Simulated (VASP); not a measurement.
# Nb in VASP: single point with PBEsol

Aim: the single point of Nb with PBEsol.

All numbers are computed with VASP 6.6.1; they aren't measurements. Logs are shortened: lines on timing, memory, paths and dates and some standing lists are left out, and cuts for length are marked.

**1. The cell of the first run**

The cell holds a slab with vacuum, 5 atoms: a = 3.273 Å, b = 3.273 Å, c = 22.545 Å, α = 90.00°, β = 90.00°, γ = 90.00°.

**2. Single point, PBEsol**

INCAR reads:

```
PREC = Accurate
ENCUT = 520
EDIFF = 1E-6
ISMEAR = -1
SIGMA = 0.05
LREAL = F
LASPH = T
NELM = 60
ALGO = Normal
ISIF = 2
LWAVE = F
LCHARG = F
GGA = PS
NBANDS = 40
```

KPOINTS reads:

```
regular mesh
0
Gamma
  11 11 1
```

POSCAR reads:

```
Nb
1.0
    3.2726221427      0.0000000000      0.0000000000
    0.0000000000      3.2726221427      0.0000000000
    0.0000000000      0.0000000000     22.5452000000
Nb
5
Direct
    0.0000000000      0.0000000000      0.3638807330
    0.5000000000      0.5000000000      0.4260712056
    0.0000000000      0.0000000000      0.5000000242
    0.5000000000      0.5000000000      0.5739287874
    0.0000000000      0.0000000000      0.6361192498
```

Potentials or basis: VASP PAW PBE potentials, release 64 (Nb_sv).

Launch:

```bash
cat potpaw_PBE.64/Nb_sv/POTCAR > POTCAR
mpirun -np 1 vasp_std > vasp.out
```

OUTCAR:

```text
PREC = Accurate
   ENCUT = 520
   EDIFF = 1E-6
   ISMEAR = -1
   LREAL = F
   LASPH = T
   NELM = 60
   ISIF = 2
   GGA = PS

 ion  position               nearest neighbor table
   1  0.000  0.000  0.364-   2 2.71   2 2.71   2 2.71   2 2.71
   2  0.500  0.500  0.426-   1 2.71   1 2.71   1 2.71   1 2.71   3 2.85   3 2.85   3 2.85   3 2.85

   3  0.000  0.000  0.500-   4 2.85   4 2.85   4 2.85   4 2.85   2 2.85   2 2.85   2 2.85   2 2.85

   4  0.500  0.500  0.574-   5 2.71   5 2.71   5 2.71   5 2.71   3 2.85   3 2.85   3 2.85   3 2.85

   5  0.000  0.000  0.636-   4 2.71   4 2.71   4 2.71   4 2.71

  LATTYP: Found a simple tetragonal cell.
 ALAT       =     3.2726221427
 C/A-ratio  =     6.8890324079

  Lattice vectors:

 A1 = (   3.2726221427,   0.0000000000,   0.0000000000)
 A2 = (   0.0000000000,   3.2726221427,   0.0000000000)
 A3 = (   0.0000000000,   0.0000000000,  22.5452000000)

Analysis of symmetry for initial positions (statically):
=====================================================================
 Subroutine PRICEL returns:
 Original cell was already a primitive cell.

 Routine SETGRP: Setting up the symmetry group for a
 simple tetragonal supercell.

 Subroutine GETGRP returns: Found 16 space group operations
 (whereof 16 operations were pure point group operations)
 out of a pool of 16 trial point group operations.

The static configuration has the point symmetry D_4h.

Analysis of symmetry for dynamics (positions and initial velocities):
=====================================================================
 Subroutine PRICEL returns:
 Original cell was already a primitive cell.

 Routine SETGRP: Setting up the symmetry group for a
 simple tetragonal supercell.

 Subroutine GETGRP returns: Found 16 space group operations
 (whereof 16 operations were pure point group operations)
 out of a pool of 16 trial point group operations.

The dynamic configuration has the point symmetry D_4h.

 Subroutine INISYM returns: Found 16 space group operations
 (whereof 16 operations are pure point group operations),
 and found     1 'primitive' translations

----------------------------------------------------------------------------------------

                                     Primitive cell

  volume of cell :     241.4603

  direct lattice vectors                    reciprocal lattice vectors
     3.272622143  0.000000000  0.000000000     0.305565371  0.000000000  0.000000000
     0.000000000  3.272622143  0.000000000     0.000000000  0.305565371  0.000000000
     0.000000000  0.000000000 22.545200000     0.000000000  0.000000000  0.044355339

  length of vectors
     3.272622143  3.272622143 22.545200000     0.305565371  0.305565371  0.044355339

  position of ions in fractional coordinates (direct lattice)
     0.000000000  0.000000000  0.363880733
     0.500000000  0.500000000  0.426071206
     0.000000000  0.000000000  0.500000024
     0.500000000  0.500000000  0.573928787
     0.000000000  0.000000000  0.636119250

  ion indices of the primitive-cell ions
   primitive index   ion index
                 1           1
                 2           2
                 3           3
                 4           4
                 5           5

----------------------------------------------------------------------------------------

 KPOINTS: regular mesh

Automatic generation of k-mesh.
 Grid dimensions read from file:
 generate k-points for:   11   11    1

 Generating k-lattice:

  Cartesian coordinates                     Fractional coordinates (reciprocal lattice)
     0.027778670  0.000000000  0.000000000     0.090909091  0.000000000  0.000000000
     0.000000000  0.027778670  0.000000000     0.000000000  0.090909091  0.000000000
     0.000000000  0.000000000  0.044355339     0.000000000  0.000000000  1.000000000

  Length of vectors
     0.027778670  0.027778670  0.044355339

  Shift w.r.t. Gamma in fractional coordinates (k-lattice)
     0.000000000  0.000000000  0.000000000

 Subroutine IBZKPT returns following result:
 ===========================================

 Found     21 irreducible k-points:

 Following reciprocal coordinates:
            Coordinates               Weight
  0.000000  0.000000  0.000000      1.000000
  0.090909  0.000000  0.000000      4.000000
  0.181818  0.000000  0.000000      4.000000
  0.272727  0.000000  0.000000      4.000000
  0.363636  0.000000  0.000000      4.000000
  0.454545  0.000000  0.000000      4.000000
[... 13 lines left out ...]
  0.454545  0.363636  0.000000      8.000000
  0.454545  0.454545  0.000000      4.000000
   k-points           NKPTS =     21   k-points in BZ     NKDIM =     21   number of bands    NBANDS=     40
   number of dos      NEDOS =    301   number of ions     NIONS =      5
   total plane-waves  NPLWV =  96768
   dimension x,y,z NGX =    24 NGY =   24 NGZ =  168
   dimension x,y,z NGXF=    48 NGYF=   48 NGZF=  336
   ions per type =               5
   NGX,Y,Z   is equivalent  to a cutoff of  12.19, 12.19, 12.39 a.u.
   NGXF,Y,Z  is equivalent  to a cutoff of  24.38, 24.38, 24.78 a.u.
 SYSTEM =  unknown system
   PREC   = accura    normal or accurate (medium, high low for compatibility)
   ISTART =      0    job   : 0-new  1-cont  2-samecut
   ICHARG =      2    charge: 1-file 2-atom 10-const
   ISPIN  =      1    spin polarized calculation?
   LNONCOLLINEAR =      F non collinear calculations
   LSORBIT =      F    spin-orbit coupling
   LASPH  =      T    aspherical Exc in radial PAW
   ENCUT  =  520.0 eV  38.22 Ry    6.18 a.u.   6.08  6.08 41.92*2*pi/ulx,y,z
   NELM   =     60;   NELMIN=  2; NELMDL= -5     # of ELM steps
   EDIFF  = 0.1E-05   stopping-criterion for ELM
   LREAL  =      F    real-space projection
   EDIFFG = 0.1E-04   stopping-criterion for IOM
   NSW    =      0    number of steps for IOM
   IBRION =     -1    ionic relax: 0-MD 1-quasi-New 2-CG
   NFREE  =      0    steps in history (QN), initial steepest desc. (CG)
   ISIF   =      2    stress and relaxation
   ISYM   =      2    0-nonsym 1-usesym 2-fastsym
   POTIM  = 0.5000    time-step for ionic-motion
   TEBEG  =    0.0;   TEEND  =   0.0 temperature during run
   PSTRESS=    0.0 pullay stress
   NELECT =      65.0000    total number of electrons
   NUPDOWN=      -1.0000    fix difference up-down
   EMIN   =  10.00;   EMAX   =-10.00  energy-range for DOS
   EFERMI =   0.00;   METHOD = LEGACY
   ISMEAR =    -1;   SIGMA  =   0.05  broadening in eV -4-tet -1-fermi 0-gaus
   EFERMI_NEDOS =   21; number of points for ismear=-14 and -15
   IALGO  =     38    algorithm
   IMIX   =      4    mixing-type and parameters
     AMIX     =   0.40;   BMIX     =  1.00
     AMIX_MAG =   1.60;   BMIX_MAG =  1.00
  volume/ion in A,a.u.               =      48.29       325.89
  Fermi-wavevector in a.u.,A,eV,Ry     =   1.057054  1.997543 15.202661  1.117364
  Thomas-Fermi vector in A             =   2.192313
   LORBIT       =      0    0 simple, 1 ext, 2 COOP (PROOUT), +10 PAW based schemes
   GGA     = PS    functional components
   LHFCALC =     F    Hartree Fock is set to
   AEXX    =    0.0000 exact exchange contribution
   IVDW    =     0    specifies the selected vdW correction
   LEPSILON=     F    determine dielectric tensor
   LRPA    =     F    only Hartree local field effects (RPA)
 non-spin polarized calculation
  energy-cutoff  :      520.00
  volume of cell :      241.46
 maximum number of plane-waves:      6550
   NGX = 13   NGY = 13   NGZ = 83

 number of electron      64.9999995 magnetization

 Free energy of the ion-electron system (eV)
  ---------------------------------------------------
  ext. energy  EPLUGINS =         0.00000000
  ---------------------------------------------------
  free energy    TOTEN  =       -51.33116494 eV

  energy without entropy =      -51.29652728  energy(sigma->0) =      -51.31384611

 E-fermi :   1.9642     XC(G=0):  -5.5603

 val. band max:        1.9589329220   @ k =   0.2727   0.0000   0.0000
 cond. band min:       1.9825684198   @ k =   0.3636   0.1818   0.0000
 fundamental gap:      0.0236354978
 Fermi energy:         1.9641740136

 k-point     1 :       0.0000    0.0000    0.0000
  band No.  band energies     occupation
      1     -52.7139      2.00000
      2     -52.7068      2.00000
      3     -52.2958      2.00000
      4     -51.9353      2.00000
      5     -51.8827      2.00000
      6     -28.9426      2.00000
[... 32 lines left out ...]
     39       3.2401      0.00000
     40       4.2102      0.00000

 k-point     2 :       0.0909    0.0000    0.0000
  band No.  band energies     occupation
      1     -52.7079      2.00000
      2     -52.7014      2.00000
      3     -52.2914      2.00000
      4     -51.9374      2.00000
      5     -51.8883      2.00000
      6     -28.9749      2.00000
[... 32 lines left out ...]
     39       3.6992      0.00000
     40       3.7285      0.00000

 k-point     3 :       0.1818    0.0000    0.0000
  band No.  band energies     occupation
      1     -52.6917      2.00000
      2     -52.6868      2.00000
      3     -52.2786      2.00000
      4     -51.9432      2.00000
      5     -51.9045      2.00000
      6     -29.0798      2.00000
[... 32 lines left out ...]
     39       3.6782      0.00000
     40       4.1446      0.00000

 k-point     4 :       0.2727    0.0000    0.0000
  band No.  band energies     occupation
      1     -52.6702      2.00000
      2     -52.6672      2.00000
      3     -52.2594      2.00000
      4     -51.9513      2.00000
      5     -51.9284      2.00000
      6     -29.1871      2.00000
[... 32 lines left out ...]
     39       3.9523      0.00000
     40       4.0664      0.00000
[... 643 lines left out ...]
     39       4.2226      0.00000
     40       5.0995      0.00000

 k-point    20 :       0.4545    0.3636    0.0000
  band No.  band energies     occupation
      1     -52.6184      2.00000
      2     -52.6177      2.00000
      3     -52.2031      2.00000
      4     -51.9541      2.00000
      5     -51.9454      2.00000
      6     -29.2573      2.00000
[... 32 lines left out ...]
     39       4.3543      0.00000
     40       5.1496      0.00000

 k-point    21 :       0.4545    0.4545    0.0000
  band No.  band energies     occupation
      1     -52.6148      2.00000
      2     -52.6141      2.00000
      3     -52.1994      2.00000
      4     -51.9508      2.00000
      5     -51.9419      2.00000
      6     -29.2993      2.00000
[... 32 lines left out ...]
     39       4.8662      0.00000
     40       5.3126      0.00000

------------------------ aborting loop because EDIFF is reached ----------------------------------------

  FORCE on cell =-STRESS in cart. coord.  units (eV):
  Direction    XX          YY          ZZ          XY          YZ          ZX
  --------------------------------------------------------------------------------------
  -------------------------------------------------------------------------------------
  Total       -0.4997549     -0.4997549     -0.1744117      0.0000000      0.0000000      0.0000000
  in kB       -3.3160557     -3.3160557     -1.1572850      0.0000000      0.0000000      0.0000000
  external PRESSURE =      -2.5964655 kB  Pullay stress =       0.0000000 kB

 VOLUME and BASIS-vectors are now :
 -----------------------------------------------------------------------------
  energy-cutoff  :      520.00
  volume of cell :      241.46
      direct lattice vectors                 reciprocal lattice vectors
     3.272622143  0.000000000  0.000000000     0.305565371  0.000000000  0.000000000
     0.000000000  3.272622143  0.000000000     0.000000000  0.305565371  0.000000000
     0.000000000  0.000000000 22.545200000     0.000000000  0.000000000  0.044355339

 POSITION                                       TOTAL-FORCE (eV/Angst)
 -----------------------------------------------------------------------------------
      0.00000      0.00000      8.20376         0.000000      0.000000      0.013615
      1.63631      1.63631      9.60586        -0.000000     -0.000000      0.005386
      0.00000      0.00000     11.27260         0.000000      0.000000      0.000000
      1.63631      1.63631     12.93934         0.000000     -0.000000     -0.005386
      0.00000      0.00000     14.34144        -0.000000      0.000000     -0.013615
 -----------------------------------------------------------------------------------
    total drift:                                0.000000     -0.000000      0.000008

  FREE ENERGIE OF THE ION-ELECTRON SYSTEM (eV)
  ---------------------------------------------------
  free  energy   TOTEN  =       -51.3311649363 eV

  energy  without entropy=      -51.2965272816  energy(sigma->0) =      -51.31384611
```

Wall time 5.3 min (1 thread of Intel Xeon Platinum 8259CL at 2.50GHz (Skylake/Cascade Lake), shared host); peak memory 0.39 GiB.

Results:

| Item | Value |
| --- | --- |
| Free energy | -51.3312 eV |
| Largest force | 0.014 eV/Å |
| Band gap on the k mesh | zero (an odd number of electrons rules out a gap without spin polarisation) |

Forces in eV/Å, atoms in the order of the input:
```
Nb   0.000  0.000  0.014
Nb   0.000  0.000  0.005
Nb   0.000  0.000  0.000
Nb   0.000  0.000 -0.005
Nb   0.000  0.000 -0.014
```

Levels at points of the mesh, in eV from the Fermi level:
```csv
k point,band 31,band 32,band 33,band 34,band 35,band 36
"(0.00, 0.00, 0.00)",0.27,0.28,0.28,0.51,0.51,0.55
```

Caveat: the PAW data sets were made with another functional, which shifts forces and pressure a little.
